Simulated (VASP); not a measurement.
# LiSi16 (a cell with a defect) in VASP: single point with PBEsol

Aim: the single point of LiSi16 (a cell with a defect) with PBEsol.

Everything below comes from runs of VASP 6.6.1. Logs are shortened: lines on timing, memory, paths and dates and some standing lists are left out, and cuts for length are marked.

## Step 1: The cell of the first run

The cell holds a defect, 17 atoms: a = 7.679 Å, b = 7.679 Å, c = 7.679 Å, α = 60.00°, β = 60.00°, γ = 60.00°.

## Step 2: Single point, PBEsol

INCAR

```
SYSTEM = LiSi16
PREC = Accurate ; ENCUT = 520
EDIFF = 1E-6 ; ISMEAR = 0
SIGMA = 0.05 ; LREAL = Auto
LASPH = .TRUE. ; NELM = 100
ALGO = Normal ; ISIF = 2
LWAVE = .FALSE. ; LCHARG = .FALSE.
GGA = PS ; NBANDS = 48
NELECT = 66.0
```

KPOINTS

```
Automatic mesh
0
G
  2 2 2
  0 0 0
```

POSCAR

```
LiSi16
1.0
    0.0000000000      5.4300000000      5.4300000000
    5.4300000000      0.0000000000      5.4300000000
    5.4300000000      5.4300000000      0.0000000000
Si Li
16 1
Direct
    0.0004925414     -0.0017934622      0.0005336096
    0.1226869245      0.1276607735      0.1227325967
   -0.0073183241      0.0030604972      0.5020059853
    0.1226763352      0.1276542357      0.6266862799
    0.0004698895      0.5015104052      0.0005111418
    0.1246920810      0.6256388582      0.1247289134
    0.0004596685      0.5015051565      0.4972974217
    0.1226457643      0.6238083794      0.6266603131
    0.5019604972      0.0030590239     -0.0072691529
    0.6266453959      0.1276527624      0.1227203499
    0.5019463168      0.0030507366      0.5019897790
    0.6245810313      0.1258709024      0.6246309392
    0.4972607735      0.5015038674      0.0004992634
    0.6266190608      0.6238072744      0.1226899632
    0.5019037753      0.4939529466      0.5019472376
    0.6266077348      0.6238022099      0.6266471455
    0.3745622468     -0.1240933702      0.3746149171
```

Potentials or basis: VASP PAW PBE potentials, release 64 (Si, Li_sv).

On the command line:

```sh
$ cat potpaw_PBE.64/Si/POTCAR potpaw_PBE.64/Li_sv/POTCAR > POTCAR
$ mpirun -np 1 vasp_std > vasp.out
```

OUTCAR:

```text
SYSTEM = LiSi16
   PREC = Accurate
   ENCUT = 520
   EDIFF = 1E-6
   ISMEAR = 0
   LREAL = Auto
   LASPH = .TRUE.
   NELM = 100
   ISIF = 2
   GGA = PS
   NELECT = 66.0

 ion  position               nearest neighbor table
   1  0.000  0.998  0.001-   6 2.34  10 2.34   4 2.34   2 2.34
   2  0.123  0.128  0.123-   1 2.34   5 2.34   3 2.38   9 2.38  17 2.74
   3  0.993  0.003  0.502-  12 2.31   8 2.38   4 2.38   2 2.38  17 2.39
   4  0.123  0.128  0.627-   1 2.34   7 2.34   3 2.38  11 2.38  17 2.74
   5  0.000  0.502  0.001-   6 2.34   2 2.34  14 2.34   8 2.34
   6  0.125  0.626  0.125-   1 2.34   5 2.34   7 2.34  13 2.34
   7  0.000  0.502  0.497-   6 2.34   4 2.34  16 2.34   8 2.34
   8  0.123  0.624  0.627-   5 2.34   7 2.34   3 2.38  15 2.38  17 2.74
   9  0.502  0.003  0.993-  12 2.31  14 2.38  10 2.38   2 2.38  17 2.39
  10  0.627  0.128  0.123-   1 2.34  13 2.34   9 2.38  11 2.38  17 2.74
  11  0.502  0.003  0.502-  12 2.31  16 2.38  10 2.38   4 2.38  17 2.39
  12  0.625  0.126  0.625-  15 2.31  11 2.31   9 2.31   3 2.31
  13  0.497  0.502  0.000-   6 2.34  10 2.34  16 2.34  14 2.34
  14  0.627  0.624  0.123-   5 2.34  13 2.34   9 2.38  15 2.38  17 2.74
  15  0.502  0.494  0.502-  12 2.31  16 2.38  14 2.38   8 2.38  17 2.39
  16  0.627  0.624  0.627-   7 2.34  13 2.34  11 2.38  15 2.38  17 2.74
  17  0.375  0.876  0.375-   3 2.39   9 2.39  11 2.39  15 2.39   2 2.74   4 2.74  10 2.74   8 2.74
                            14 2.74  16 2.74

  LATTYP: Found a face centered cubic cell.
 ALAT       =    10.8600000000

  Lattice vectors:

 A1 = (   0.0000000000,   5.4300000000,   5.4300000000)
 A2 = (   5.4300000000,   0.0000000000,   5.4300000000)
 A3 = (   5.4300000000,   5.4300000000,   0.0000000000)

Analysis of symmetry for initial positions (statically):
=====================================================================
 Subroutine PRICEL returns:
 Original cell was already a primitive cell.

 Routine SETGRP: Setting up the symmetry group for a
 face centered cubic supercell.

 Subroutine GETGRP returns: Found  1 space group operations
 (whereof  1 operations were pure point group operations)
 out of a pool of 48 trial point group operations.

The static configuration has the point symmetry C_1 .

Analysis of symmetry for dynamics (positions and initial velocities):
=====================================================================
 Subroutine PRICEL returns:
 Original cell was already a primitive cell.

 Routine SETGRP: Setting up the symmetry group for a
 face centered cubic supercell.

 Subroutine GETGRP returns: Found  1 space group operations
 (whereof  1 operations were pure point group operations)
 out of a pool of 48 trial point group operations.

The dynamic configuration has the point symmetry C_1 .

 Subroutine INISYM returns: Found  1 space group operations
 (whereof  1 operations are pure point group operations),
 and found     1 'primitive' translations

----------------------------------------------------------------------------------------

                                     Primitive cell

  volume of cell :     320.2060

  direct lattice vectors                    reciprocal lattice vectors
     0.000000000  5.430000000  5.430000000    -0.092081031  0.092081031  0.092081031
     5.430000000  0.000000000  5.430000000     0.092081031 -0.092081031  0.092081031
     5.430000000  5.430000000  0.000000000     0.092081031  0.092081031 -0.092081031

  length of vectors
     7.679179644  7.679179644  7.679179644     0.159489025  0.159489025  0.159489025

  position of ions in fractional coordinates (direct lattice)
     0.000492541  0.998206538  0.000533610
     0.122686925  0.127660773  0.122732597
     0.992681676  0.003060497  0.502005985
     0.122676335  0.127654236  0.626686280
     0.000469890  0.501510405  0.000511142
     0.124692081  0.625638858  0.124728913
[... 9 lines left out ...]
     0.626607735  0.623802210  0.626647146
     0.374562247  0.875906630  0.374614917

  ion indices of the primitive-cell ions
   primitive index   ion index
                 1           1
                 2           2
                 3           3
                 4           4
                 5           5
                 6           6
[... 9 lines left out ...]
                16          16
                17          17

----------------------------------------------------------------------------------------

 KPOINTS: Automatic mesh

Automatic generation of k-mesh.
 Grid dimensions read from file:
 generate k-points for:    2    2    2

 Generating k-lattice:

  Cartesian coordinates                     Fractional coordinates (reciprocal lattice)
    -0.046040516  0.046040516  0.046040516     0.500000000  0.000000000  0.000000000
     0.046040516 -0.046040516  0.046040516     0.000000000  0.500000000  0.000000000
     0.046040516  0.046040516 -0.046040516     0.000000000  0.000000000  0.500000000

  Length of vectors
     0.079744512  0.079744512  0.079744512

  Shift w.r.t. Gamma in fractional coordinates (k-lattice)
     0.000000000  0.000000000  0.000000000

 Subroutine IBZKPT returns following result:
 ===========================================

 Found      8 irreducible k-points:

 Following reciprocal coordinates:
            Coordinates               Weight
  0.000000  0.000000  0.000000      1.000000
  0.500000  0.000000  0.000000      1.000000
  0.000000  0.500000  0.000000      1.000000
  0.000000  0.000000  0.500000      1.000000
  0.500000  0.500000  0.500000      1.000000
  0.500000  0.500000  0.000000      1.000000
  0.000000  0.500000  0.500000      1.000000
  0.500000  0.000000  0.500000      1.000000
   k-points           NKPTS =      8   k-points in BZ     NKDIM =      8   number of bands    NBANDS=     48
   number of dos      NEDOS =    301   number of ions     NIONS =     17
   total plane-waves  NPLWV = 216000
   dimension x,y,z NGX =    60 NGY =   60 NGZ =   60
   dimension x,y,z NGXF=   120 NGYF=  120 NGZF=  120
   ions per type =              16   1
   NGX,Y,Z   is equivalent  to a cutoff of  12.99, 12.99, 12.99 a.u.
   NGXF,Y,Z  is equivalent  to a cutoff of  25.98, 25.98, 25.98 a.u.
 SYSTEM =  LiSi16
   PREC   = accura    normal or accurate (medium, high low for compatibility)
   ISTART =      0    job   : 0-new  1-cont  2-samecut
   ICHARG =      2    charge: 1-file 2-atom 10-const
   ISPIN  =      1    spin polarized calculation?
   LNONCOLLINEAR =      F non collinear calculations
   LSORBIT =      F    spin-orbit coupling
   LASPH  =      T    aspherical Exc in radial PAW
   ENCUT  =  520.0 eV  38.22 Ry    6.18 a.u.  14.28 14.28 14.28*2*pi/ulx,y,z
   NELM   =    100;   NELMIN=  2; NELMDL= -5     # of ELM steps
   EDIFF  = 0.1E-05   stopping-criterion for ELM
   LREAL  =      T    real-space projection
   EDIFFG = 0.1E-04   stopping-criterion for IOM
   NSW    =      0    number of steps for IOM
   IBRION =     -1    ionic relax: 0-MD 1-quasi-New 2-CG
   NFREE  =      0    steps in history (QN), initial steepest desc. (CG)
   ISIF   =      2    stress and relaxation
   ISYM   =      2    0-nonsym 1-usesym 2-fastsym
   POTIM  = 0.5000    time-step for ionic-motion
   TEBEG  =    0.0;   TEEND  =   0.0 temperature during run
   PSTRESS=    0.0 pullay stress
   NELECT =      66.0000    total number of electrons
   NUPDOWN=      -1.0000    fix difference up-down
   EMIN   =  10.00;   EMAX   =-10.00  energy-range for DOS
   EFERMI =   0.00;   METHOD = LEGACY
   ISMEAR =     0;   SIGMA  =   0.05  broadening in eV -4-tet -1-fermi 0-gaus
   EFERMI_NEDOS =   21; number of points for ismear=-14 and -15
   IALGO  =     38    algorithm
   IMIX   =      4    mixing-type and parameters
     AMIX     =   0.40;   BMIX     =  1.00
     AMIX_MAG =   1.60;   BMIX_MAG =  1.00
  volume/ion in A,a.u.               =      18.84       127.11
  Fermi-wavevector in a.u.,A,eV,Ry     =   0.967044  1.827449 12.723821  0.935174
  Thomas-Fermi vector in A             =   2.096897
   LORBIT       =      0    0 simple, 1 ext, 2 COOP (PROOUT), +10 PAW based schemes
   GGA     = PS    functional components
   LHFCALC =     F    Hartree Fock is set to
   AEXX    =    0.0000 exact exchange contribution
   IVDW    =     0    specifies the selected vdW correction
   LEPSILON=     F    determine dielectric tensor
   LRPA    =     F    only Hartree local field effects (RPA)
 non-spin polarized calculation
 Gauss-broadening in eV      SIGMA  =   0.05
  energy-cutoff  :      520.00
  volume of cell :      320.21
 maximum number of plane-waves:      8646
 NGX is ok and might be reduce to    60
   NGX = 29   NGY = 29   NGZ = 29

 number of electron      65.9999998 magnetization

 Free energy of the ion-electron system (eV)
  ---------------------------------------------------
  ext. energy  EPLUGINS =         0.00000000
  ---------------------------------------------------
  free energy    TOTEN  =       -98.75988076 eV

  energy without entropy =      -98.75988076  energy(sigma->0) =      -98.75988076

 E-fermi :   6.2887     XC(G=0):  -9.5855

 val. band max:        6.0064459048   @ k =   0.0000   0.0000   0.0000
 cond. band min:       6.5232886660   @ k =   0.0000   0.0000   0.0000
 fundamental gap:      0.5168427612
 Fermi energy:         6.2887073816

 k-point     1 :       0.0000    0.0000    0.0000
  band No.  band energies     occupation
      1     -39.7501      2.00000
      2      -5.9910      2.00000
      3      -3.7210      2.00000
      4      -3.6615      2.00000
      5      -3.6615      2.00000
      6      -3.6615      2.00000
[... 37 lines left out ...]
     44       8.2613      0.00000
     45       8.2615      0.00000

 k-point     2 :       0.5000    0.0000    0.0000
  band No.  band energies     occupation
      1     -39.7501      2.00000
      2      -5.2602      2.00000
      3      -5.1335      2.00000
      4      -3.4065      2.00000
      5      -3.3666      2.00000
      6      -3.3664      2.00000
[... 37 lines left out ...]
     44       9.5339      0.00000
     45       9.5341      0.00000

 k-point     3 :       0.0000    0.5000    0.0000
  band No.  band energies     occupation
      1     -39.7501      2.00000
      2      -5.2602      2.00000
      3      -5.1335      2.00000
      4      -3.4066      2.00000
      5      -3.3666      2.00000
      6      -3.3666      2.00000
[... 37 lines left out ...]
     44       9.5341      0.00000
     45       9.5341      0.00000

 k-point     4 :       0.0000    0.0000    0.5000
  band No.  band energies     occupation
      1     -39.7501      2.00000
      2      -5.2602      2.00000
      3      -5.1335      2.00000
      4      -3.4065      2.00000
      5      -3.3667      2.00000
      6      -3.3664      2.00000
[... 37 lines left out ...]
     44       9.5339      0.00000
     45       9.5341      0.00000

 k-point     5 :       0.5000    0.5000    0.5000
  band No.  band energies     occupation
      1     -39.7501      2.00000
      2      -5.2602      2.00000
      3      -5.1335      2.00000
      4      -3.4065      2.00000
      5      -3.3667      2.00000
      6      -3.3664      2.00000
[... 37 lines left out ...]
     44       9.5339      0.00000
     45       9.5341      0.00000

 k-point     6 :       0.5000    0.5000    0.0000
  band No.  band energies     occupation
      1     -39.7501      2.00000
      2      -4.9708      2.00000
      3      -4.8780      2.00000
      4      -3.9847      2.00000
      5      -3.9539      2.00000
      6      -3.9538      2.00000
[... 37 lines left out ...]
     44      10.1992      0.00000
     45      10.2820      0.00000

 k-point     7 :       0.0000    0.5000    0.5000
  band No.  band energies     occupation
      1     -39.7501      2.00000
      2      -4.9708      2.00000
      3      -4.8780      2.00000
      4      -3.9847      2.00000
      5      -3.9539      2.00000
      6      -3.9538      2.00000
[... 37 lines left out ...]
     44      10.1992      0.00000
     45      10.2820      0.00000

 k-point     8 :       0.5000    0.0000    0.5000
  band No.  band energies     occupation
      1     -39.7501      2.00000
      2      -4.9708      2.00000
      3      -4.8780      2.00000
      4      -3.9847      2.00000
      5      -3.9539      2.00000
      6      -3.9538      2.00000
[... 37 lines left out ...]
     44      10.1992      0.00000
     45      10.2820      0.00000
 [bands above 45 left out]

------------------------ aborting loop because EDIFF is reached ----------------------------------------

  FORCE on cell =-STRESS in cart. coord.  units (eV):
  Direction    XX          YY          ZZ          XY          YZ          ZX
  --------------------------------------------------------------------------------------
  -------------------------------------------------------------------------------------
  Total       -4.5253634     -4.5254852     -4.5259772     -0.0006964     -0.0006539      0.0015625
  in kB      -22.6430307    -22.6436405    -22.6461020     -0.0034844     -0.0032719      0.0078183
  external PRESSURE =     -22.6442577 kB  Pullay stress =       0.0000000 kB

 VOLUME and BASIS-vectors are now :
 -----------------------------------------------------------------------------
  energy-cutoff  :      520.00
  volume of cell :      320.21
      direct lattice vectors                 reciprocal lattice vectors
     0.000000000  5.430000000  5.430000000    -0.092081031  0.092081031  0.092081031
     5.430000000  0.000000000  5.430000000     0.092081031 -0.092081031  0.092081031
     5.430000000  5.430000000  0.000000000     0.092081031  0.092081031 -0.092081031

 POSITION                                       TOTAL-FORCE (eV/Angst)
 -----------------------------------------------------------------------------------
      5.42316      0.00557      5.42294         0.000417     -0.000649      0.000589
      1.35964      1.33263      1.35939         0.000889     -0.001868      0.000872
      2.74251      8.11615      5.40688         0.004689     -0.004443     -0.003601
      4.09607      4.06904      1.35929         0.001332     -0.001061      0.000671
      2.72598      0.00533      2.72575        -0.000880     -0.001085     -0.000721
      4.07450      1.35436      4.07430        -0.001343      0.002151     -0.001204
[... 9 lines left out ...]
      6.78994      6.80517      6.78973        -0.000546     -0.001004     -0.000414
      6.79033      4.06803      6.79005        -0.000103      0.000117     -0.000095
 -----------------------------------------------------------------------------------
    total drift:                               -0.002967      0.003398     -0.002661

  FREE ENERGIE OF THE ION-ELECTRON SYSTEM (eV)
  ---------------------------------------------------
  free  energy   TOTEN  =       -98.7598807594 eV

  energy  without entropy=      -98.7598807594  energy(sigma->0) =      -98.75988076
```

Run time: 4.2 min. Hardware: 1 thread of Intel Xeon 8259CL, shared host; peak memory 0.48 GiB.

Results:

```
Free energy   : -98.7599 eV
Largest force : 0.008 eV/Å
```

Forces on the atoms (eV/Å):
```
Si   0.000 -0.001  0.001
Si   0.001 -0.002  0.001
Si   0.005 -0.004 -0.004
Si   0.001 -0.001  0.001
Si  -0.001 -0.001 -0.001
Si  -0.001  0.002 -0.001
Si   0.001  0.001 -0.001
Si   0.000  0.000  0.000
Si  -0.004 -0.004  0.004
Si   0.001 -0.001  0.001
Si   0.005  0.004  0.004
Si  -0.002  0.004 -0.002
Si  -0.001  0.000  0.001
Si   0.001  0.000  0.000
Si  -0.005  0.005 -0.005
Si  -0.001 -0.001  0.000
Li   0.000  0.000  0.000
```

Levels at points of the mesh, in eV from the Fermi level:
```
           k point  band 29  band 30  band 31  band 32  band 33  band 34  band 35  band 36  band 37  band 38
(0.00, 0.00, 0.00)    -1.42    -1.42    -0.28    -0.28    -0.28     0.23     0.23     0.23     0.30     0.30
(0.50, 0.00, 0.00)    -2.41    -1.11    -1.11    -1.02    -1.02     0.82     1.01     1.01     1.20     1.20
(0.00, 0.50, 0.00)    -2.41    -1.11    -1.11    -1.02    -1.02     0.82     1.01     1.01     1.20     1.20
(0.00, 0.00, 0.50)    -2.41    -1.11    -1.11    -1.02    -1.02     0.82     1.01     1.01     1.20     1.20
(0.50, 0.50, 0.50)    -2.41    -1.11    -1.11    -1.02    -1.02     0.82     1.01     1.01     1.20     1.20
(0.50, 0.50, 0.00)    -2.21    -1.65    -1.65    -1.61    -1.57     0.69     0.76     1.82     1.94     1.94
(0.00, 0.50, 0.50)    -2.21    -1.65    -1.65    -1.61    -1.57     0.69     0.76     1.82     1.94     1.94
(0.50, 0.00, 0.50)    -2.21    -1.65    -1.65    -1.61    -1.57     0.69     0.76     1.82     1.94     1.94
```

Caveat: the k points lie up to 0.50 Å⁻¹ apart; the cell carries a net charge on a neutralising background, which shifts energy and pressure; the cell is charged against a uniform background, so pressure and absolute levels hang on convention; the cutoff is under 1.25 times the usual one of these potentials, so pressure, stress and relaxed cells hold a basis-set (Pulay) error; the PAW data sets were made with another functional, which shifts forces and pressure a little.
